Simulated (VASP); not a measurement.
Set up this calculation in VASP 6.6.1, as the native input.

```
Task                   : single point
Functional             : PBE
Potentials or basis    : VASP PAW PBE potentials, release 64 (Ta_pv, N)
Cutoff                 : 520 eV
k mesh                 : 18 × 18 × 8
Occupations            : gaussian, width 0.1 eV
Spin                   : no spin polarisation
Dipole correction      : no
Further INCAR settings : ALGO = Normal; EDIFF = 1e-06; NBANDS = 24
```

The structure of TaN lies in POSCAR:

```
TaN
1.0
    2.9481375061      0.0000000000      0.0000000000
   -1.4740687531      2.5531619741      0.0000000000
    0.0000000000      0.0000000000      5.9649076104
Ta N
2 2
Direct
    0.0000000000      0.0000000000      0.0000000000
    0.0000000000      0.0000000000      0.5000000000
    0.3333333333      0.6666666667      0.2500000000
    0.6666666667      0.3333333333      0.7500000000
```

This cell differs from its parent crystal: volume scaled by 1.03, then relaxed in part.

One way to write it, as run:

INCAR

```
PREC = Accurate ; ENCUT = 520
EDIFF = 1E-6 ; ISMEAR = 0
SIGMA = 0.1 ; LREAL = False
LASPH = True ; NELM = 100
ALGO = Normal ; ISIF = 2
LWAVE = False ; LCHARG = False
GGA = PE ; NBANDS = 24
```

KPOINTS

```
Automatic mesh
0
Gamma
  18 18 8
```

Potentials or basis: VASP PAW PBE potentials, release 64 (Ta_pv, N).

Launch:

```console
$ cat potpaw_PBE.64/Ta_pv/POTCAR potpaw_PBE.64/N/POTCAR > POTCAR
$ mpirun -np 1 vasp_std > vasp.out
```

Results of the run:

```yaml
Pressure: -8.4 GPa
Band_gap_on_the_k_mesh: zero (band 16 reaches 8.36 eV, above the bottom of band 17 at 7.43 eV)
```

Caveat: spin-orbit coupling is left out, which moves the levels of the heavy elements.

Wall time 3.1 min on 1 thread of Intel(R) Xeon(R) Platinum 8488C (Sapphire Rapids), on a shared host, peak memory 0.29 GiB.
